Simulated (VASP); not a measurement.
A run of VASP 6.6.1 is set up as follows.

INCAR

```
SYSTEM = Au
PREC     = Accurate       ! precision mode
ENCUT    = 520            ! plane-wave cutoff, eV
EDIFF    = 1E-7           ! SCF threshold, eV
ISMEAR   = -1             ! smearing method
SIGMA    = 0.08           ! smearing width, eV
LREAL    = .False.        ! projectors in reciprocal space
LASPH    = .True.         ! aspherical terms in the spheres
NELM     = 80             ! most SCF steps
ALGO     = Normal         ! electronic algorithm
ISIF     = 2              ! what is computed and relaxed
LWAVE    = .False.        ! write WAVECAR
LCHARG   = .True.         ! write CHGCAR
GGA      = PS             ! functional
LELF     = .True.         ! ELF
LVHAR    = .True.       
NBANDS   = 12             ! bands
```

Contents of KPOINTS:

```
regular mesh
0
Gamma
  18 18 18
  0 0 0
```

The input POSCAR:

```
Au
1.0
    0.0000000000      1.7595786331      1.7595786331
    1.7595786331      0.0000000000      1.7595786331
    1.7595786331      1.7595786331      0.0000000000
Au
1
Direct
    0.0000000000      0.0000000000      0.0000000000
```

Potentials or basis: VASP PAW PBE potentials, release 64 (Au).

Command:

```bash
$ cat potpaw_PBE.64/Au/POTCAR > POTCAR
$ mpirun -np 1 vasp_std > vasp.out
```

Question: Estimate the pressure.

Answer: 269.8 GPa.

Caveat: the PAW data sets were made with another functional, which shifts forces and pressure a little.
